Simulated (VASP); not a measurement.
Set up this calculation in VASP 6.6.1, as the native input.

| Quantity | Value |
| --- | --- |
| Task | single point |
| Functional | PBE |
| Potentials or basis | VASP PAW PBE potentials, release 64 (B) |
| Cutoff | 520 eV |
| k mesh | 36 × 36 × 6 |
| Occupations | gaussian, width 0.1 eV |
| Spin | no spin polarisation |
| Dipole correction | no |
| Further INCAR settings | ALGO = Normal; EDIFF = 1e-06; NBANDS = 10 |

The structure of B lies in POSCAR:

```
B
1.0
    1.7119071346      0.0000000000      0.0000000000
   -0.8559535673      1.4825550675      0.0000000000
    0.0000000000      0.0000000000      8.1000893813
B
2
Direct
    0.6666666667      0.3333333333      0.2500000000
    0.3333333333      0.6666666667      0.7500000000
```

This isn't the form of B at room conditions, which is rhombohedral.

These files were run (other wordings do the same):

INCAR

```
SYSTEM = B
PREC     = Accurate       ! precision mode
ENCUT    = 520            ! plane-wave cutoff, eV
EDIFF    = 1E-6           ! SCF threshold, eV
ISMEAR   = 0              ! smearing method
SIGMA    = 0.1            ! smearing width, eV
LREAL    = .False.        ! projectors in reciprocal space
LASPH    = .True.         ! aspherical terms in the spheres
NELM     = 60             ! most SCF steps
ALGO     = Normal         ! electronic algorithm
ISIF     = 2              ! what is computed and relaxed
LWAVE    = .False.        ! write WAVECAR
LCHARG   = .False.        ! write CHGCAR
GGA      = PE             ! functional
NBANDS   = 10             ! bands
```

KPOINTS

```
Automatic mesh
0
Gamma
  36 36 6
  0 0 0
```

Potentials or basis: VASP PAW PBE potentials, release 64 (B).

Launch:

```console
$ cat potpaw_PBE.64/B/POTCAR > POTCAR
$ mpirun -np 1 vasp_std > vasp.out
```

Results of the run:

| Item | Value |
| --- | --- |
| Pressure | -0.1 GPa |
| Band gap on the k mesh | zero (bands 3 and 4 overlap by 11.03 eV) |

Caveat: this functional lacks dispersion, which binds the layers, so the pressure and a relaxed spacing across them are unreliable.

Run time: 42 s on 1 thread of Intel(R) Xeon(R) Platinum 8488C (Sapphire Rapids), on a shared host, peak memory 0.19 GiB.
